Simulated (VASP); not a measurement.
Runs of VASP 6.6.1 on BP. The structure is that of space group F-43m (No. 216), or close to it. The cells are those of the table. 

| task | cell | k mesh | cutoff (eV) | smearing | ions in elastic constants | gap on the mesh (eV) | pressure (GPa) |
| --- | --- | --- | --- | --- | --- | --- | --- |
| single point | a = 3.112, b = 3.112, c = 3.163 Å, angles 60.5, 60.5, 90.0°, 2 atoms | 8 × 8 × 8 | 520 | gaussian 0.01 eV | - | (a) | 5.1 |
| single point | a = 3.160, b = 3.160, c = 3.172 Å, angles 60.1, 60.1, 90.0°, 2 atoms | 8 × 8 × 8 | 520 | gaussian 0.01 eV | - | 1.12 | 1.1 |
| single point | a = 3.207, b = 3.207, c = 3.184 Å, angles 59.8, 59.8, 90.0°, 2 atoms | 8 × 8 × 8 | 520 | gaussian 0.01 eV | - | 0.98 | -2.7 |
| single point | a = 3.239, b = 3.239, c = 3.189 Å, angles 59.5, 59.5, 90.0°, 2 atoms | 8 × 8 × 8 | 520 | gaussian 0.01 eV | - | 0.74 | -4.7 |
| relaxation of cell and atoms | relaxed from a = 3.209 Å, angles 60.0, 60.0, 90.0°, 2 atoms | 12 × 12 × 12 | 600 | fermi-dirac 0.1 eV | - | 1.14 | 0.0 |
| single point | a = 3.144, b = 3.144, c = 3.169 Å, angles 60.3, 60.3, 90.0°, 2 atoms | 8 × 8 × 8 | 520 | gaussian 0.01 eV | - | 1.05 | 2.4 |
| single point | a = 3.160, b = 3.160, c = 3.171 Å, angles 60.1, 60.1, 90.0°, 2 atoms | 8 × 8 × 8 | 520 | gaussian 0.01 eV | - | 1.12 | (b) |

Alike in all rows: level LDA; potentials or basis VASP PAW LDA potentials, release 64 (B, P); no spin polarisation.

Task: Estimate the missing entries.

Result: (a) 0.91; (b) 1.2.

A k mesh can miss the band edges.
